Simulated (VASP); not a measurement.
GdO, 2 atoms in the cell. Symmetry: P-6m2, No. 187, hexagonal system. Conventional cell: a = 3.050 Å, b = 3.050 Å, c = 2.976 Å, α = 90.00°, β = 90.00°, γ = 120.00°. Gd (site symmetry -6m2) has 6 O at 2.31 Å and 2 Gd at 2.98 Å within 3.0 Å. Within 3.0 Å of O (site symmetry -6m2) lie 6 Gd at 2.31 Å and 2 O at 2.98 Å. 

| Property | Result |
| --- | --- |
| Program | VASP 6.6.1 |
| Task | single point |
| Functional | PBE |
| Potentials or basis | VASP PAW PBE potentials, release 64 (Gd, O) |
| Cutoff | 520 eV |
| k mesh | 10 × 10 × 9 |
| Occupations | fermi-dirac, width 0.05 eV |
| Spin | collinear spin, ferromagnetic start |
| Starting moments | [7.0, 0.0] μB |
| Dipole correction | no |
| Further INCAR settings | ALGO = Normal; EDIFF = 1e-07; NBANDS = 23 |

Potentials or basis: VASP PAW PBE potentials, release 64 (Gd, O).

The run is started by

```bash
$ cat potpaw_PBE.64/Gd/POTCAR potpaw_PBE.64/O/POTCAR > POTCAR
$ mpirun -np 1 vasp_std > vasp.out
```

Hardware: 1 thread of AMD EPYC 7R43 64-Core Processor (Zen 3), with other jobs on the host.

Estimate the wall time of this run.

It took 2.1 min on 1 thread of AMD EPYC 7R43 64-Core Processor (Zen 3), on a shared host, peak memory 0.16 GiB. Counts: scf iterations 20, k points 70.
